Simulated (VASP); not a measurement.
A run of VASP 6.6.1 is set up as follows.

The input INCAR:

```
SYSTEM = TmO4
ALGO = Normal
EDIFF = 1E-6
ENCUT = 520
GGA = PE
ISIF = 2
ISMEAR = 0
LASPH = .True.
LCHARG = .True.
LELF = .True.
LREAL = .False.
LVHAR = .True.
LWAVE = .False.
NBANDS = 32
NELM = 60
PREC = Accurate
SIGMA = 0.1
```

KPOINTS

```
k-points
0
Gamma
  4 4 4
  0 0 0
```

File POSCAR:

```
TmO4
1.0
    3.9028453400      0.0000000000      0.0000000000
    0.0000000000      3.9028453400      0.0000000000
    0.0000000000      0.0000000000      3.9028453400
Tm O
1 4
Direct
    0.0000000000      0.0000000000      0.0000000000
    0.5000000000      0.0000000000      0.0000000000
    0.0000000000      0.5000000000      0.0000000000
    0.0000000000      0.0000000000      0.5000000000
    0.5000000000      0.5000000000      0.5000000000
```

Potentials or basis: VASP PAW PBE potentials, release 64 (Tm, O).

Launch:

```console
$ cat potpaw_PBE.64/Tm/POTCAR potpaw_PBE.64/O/POTCAR > POTCAR
$ mpirun -np 1 vasp_std > vasp.out
```

Estimate the pressure.

29.1 GPa.

Caveat: the k points lie up to 0.40 Å⁻¹ apart; spin-orbit coupling is left out, which moves the levels of the heavy elements; an odd number of electrons without spin polarisation forces a metal; a magnetic or distorted state may lie lower; the run has no spin polarisation, though such a crystal can be magnetic; without U or exact exchange the open f shell lies at the Fermi level, which spoils levels, moments and volumes. Spin polarisation is off, so any magnetic state and its effect on volume and gap are missing.
